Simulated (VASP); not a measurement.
TiB2, 3 atoms in the cell. It takes space group P6/mmm (No. 191, hexagonal). Conventional cell: a = 2.787 Å, b = 2.787 Å, c = 2.860 Å, α = 90.00°, β = 90.00°, γ = 120.00°. Ti (site symmetry 6/mmm) has 12 B at 2.15 Å and 8 Ti at 2.79 to 2.86 Å within 2.9 Å. Within 2.2 Å of B (site symmetry -6m2) lie 3 B at 1.61 Å and 6 Ti at 2.15 Å. 

| Item | Value |
| --- | --- |
| Program | VASP 6.6.1 |
| Task | single point |
| Functional | PBEsol |
| Potentials or basis | VASP PAW PBE potentials, release 64 (Ti_sv, B) |
| Cutoff | 520 eV |
| k mesh | 14 × 14 × 11 |
| Occupations | fermi-dirac, width 0.05 eV |
| Spin | no spin polarisation |
| Dipole correction | no |
| Further INCAR settings | ALGO = Normal; EDIFF = 1e-07; NBANDS = 16 |

Potentials or basis: VASP PAW PBE potentials, release 64 (Ti_sv, B).

Launch:

```console
$ cat potpaw_PBE.64/Ti_sv/POTCAR potpaw_PBE.64/B/POTCAR > POTCAR
$ mpirun -np 1 vasp_std > vasp.out
```

Hardware: 1 thread of Intel Xeon 8259CL (shared host).

Task: How long does it take, and how much memory?

Result: It took 61 s on 1 thread of Intel Xeon 8259CL, with other jobs on the host, peak memory 0.17 GiB. Counts: scf iterations 15, k points 144.
